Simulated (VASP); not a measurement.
# LiCl: single point with r2SCAN

Crystal: LiCl.

```
Li Cl
1.0
    -0.06816    2.48788    2.48788
     2.48788   -0.06816    2.48788
     2.48788    2.48788   -0.06816
Li Cl
1 1
Direct
  0.00000 0.00000 0.00000
  0.50000 0.50000 0.50000
```

This cell differs from its parent crystal: strain along [111] -4.0%.

```json
{
 "Program": "VASP 6.6.1",
 "Task": "single point",
 "Functional": "r2SCAN",
 "Potentials or basis": "VASP PAW PBE potentials, release 64 (Li_sv, Cl)",
 "Cutoff": "520 eV",
 "k mesh": "8 × 8 × 8",
 "Occupations": "gaussian, width 0.01 eV",
 "Spin": "no spin polarisation"
}
```

```
Band gap on the k mesh : 7.19 eV, indirect (least direct gap 7.45 eV)
```

Levels at points of the mesh, in eV from the valence-band top:
```csv
k point,band 1,band 2,band 3,band 4,band 5,band 6,band 7,band 8,band 9,band 10
"(0.00, 0.00, 0.00)",-44.93,-14.35,-0.26,-0.26,0.00,7.45,12.29,12.29,13.03,15.35
"(0.50, 0.00, 0.00)",-44.93,-13.72,-3.25,-0.49,-0.36,7.49,10.08,10.48,14.47,17.65
"(0.50, 0.50, 0.00)",-44.92,-13.40,-3.35,-1.53,-1.26,8.55,8.86,13.81,15.60,15.80
"(0.50, 0.50, 0.50)",-44.92,-13.61,-3.19,-0.61,-0.61,7.19,9.86,9.86,14.99,18.11
```

It took 79 s on 1 thread of AMD EPYC 9R45 96-Core Processor (Zen 5), on a shared host, peak memory 0.13 GiB.

Caveat: the cell differs from its parent crystal (strain along [111] -4.0%). A k mesh can miss the band edges.
